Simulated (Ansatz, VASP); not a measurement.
## One calculation of WS2, two programs

```
W S
1.0
     3.18852    0.00000    0.00000
    -1.59426    2.76134    0.00000
     0.00000    0.00000   16.95067
W S
1 2
Direct
  0.33333 0.66667 0.00000
  0.66667 0.33333 0.90732
  0.66667 0.33333 0.09268
```

Alike in both runs: task single point; functional PBE; k mesh 12 × 12 × 2; occupations gaussian, width 0.02 eV; no spin polarisation.

```csv
,VASP,Ansatz
version,VASP 6.6.1,Ansatz 0.2.0
potentials or method,"VASP PAW PBE potentials, release 64 (W_sv, S), cutoff 520 eV","scalar-relativistic, plane waves, PAW"
valence electrons in the cell,26,26
```

|  | VASP | Ansatz | Ansatz less VASP |
| --- | --- | --- | --- |
| gap on the k mesh at the Fermi level (eV) | 1.81 | 1.81 | -0.003 |
| least direct gap on the mesh (eV) | 1.81 | 1.81 | -0.003 |

Neither program's run includes spin-orbit coupling.
